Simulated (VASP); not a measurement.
A run of VASP 6.6.1 is set up as follows.

INCAR

```
PREC = Accurate
ENCUT = 520
EDIFF = 1E-6
ISMEAR = -1
SIGMA = 0.3
LREAL = False
LASPH = True
NELM = 80
ALGO = Normal
ISIF = 2
LWAVE = False
LCHARG = False
GGA = PE
NBANDS = 26
```

KPOINTS

```
Automatic mesh
0
Gamma
  5 5 5
```

The input POSCAR:

```
K3Pd
1.0
    5.4450130000      0.0000000000      0.0000000000
    0.0000000000      5.4450130000      0.0000000000
    0.0000000000      0.0000000000      5.4450130000
K Pd
3 1
Direct
    0.5000000000      0.5000000000      0.0000000000
    0.5000000000      0.0000000000      0.5000000000
    0.0000000000      0.5000000000      0.5000000000
    0.0000000000      0.0000000000      0.0000000000
```

Potentials or basis: VASP PAW PBE potentials, release 64 (K_sv, Pd).

Launch:

```sh
$ cat potpaw_PBE.64/K_sv/POTCAR potpaw_PBE.64/Pd/POTCAR > POTCAR
$ mpirun -np 1 vasp_std > vasp.out
```

Estimate the pressure.

0.2 GPa.

Estimate the band gap on the k mesh.

zero (an odd number of electrons rules out a gap without spin polarisation).

Caveat: so wide a smearing shifts energies and pressures.
